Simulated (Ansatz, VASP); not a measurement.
# C in VASP and in Ansatz

Contents of INCAR:

```
SYSTEM = C
  PREC = Accurate
  ENCUT = 910
  EDIFF = 1E-6
  ISMEAR = 0
  SIGMA = 0.05
  LREAL = .False.
  LASPH = .True.
  NELM = 120
  ALGO = Normal
  ISIF = 2
  LWAVE = .False.
  LCHARG = .False.
  NBANDS = 11
  GGA_COMPAT = .False.
```

Contents of KPOINTS:

```
regular mesh
0
Gamma
  12 12 12
  0 0 0
```

The input POSCAR:

```
C
1.0
    0.0000000000      1.7935986611      1.7935986611
    1.7935986611      0.0000000000      1.7935986611
    1.7935986611      1.7935986611      0.0000000000
C
2
Direct
    0.5000000000      0.5000000000      0.5000000000
    0.7500000000      0.7500000000      0.7500000000
```

Input for Ansatz:

```yaml
crystal:
  lattice:
    - [0.0, 1.7935986611, 1.7935986611]
    - [1.7935986611, 0.0, 1.7935986611]
    - [1.7935986611, 1.7935986611, 0.0]
  atoms:
    - { symbol: C, position: [0.5, 0.5, 0.5] }
    - { symbol: C, position: [0.75, 0.75, 0.75] }
basis:
  ecutwfc: 520.0
kpoints:
  mp_grid: { grid: [12, 12, 12] }
hamiltonian:
  xc: lda
  pseudopotentials: { kind: paw, azcp: { folder: soft_1 } }
scf:
  occupations: { method: gaussian, width: 0.05 }
output:
  forces: true
  stress: true
  eigenvalues: true
```

Alike in both runs: task single point; functional LDA; k mesh 12 × 12 × 12; occupations gaussian, width 0.05 eV; no spin polarisation.

|  | VASP | Ansatz |
| --- | --- | --- |
| version | VASP 6.6.1 | Ansatz 0.2.0 |
| potentials or method | VASP PAW LDA potentials, release 64 (C_h), cutoff 910 eV | scalar-relativistic, plane waves, PAW |
| valence electrons in the cell | 8 | 8 |

```csv
,VASP,Ansatz,Ansatz less VASP
gap on the k mesh at the Fermi level (eV),4.08,4.09,+0.006
least direct gap on the mesh (eV),5.50,5.49,-0.002
```

Ansatz warns that its potentials were made for another functional, while VASP's fit it. LDA's correlation is that of Perdew and Zunger in VASP and of Perdew and Wang (1992) in Ansatz.

Noted on VASP's run: the cutoff is short for stress, so the pressure is rough.
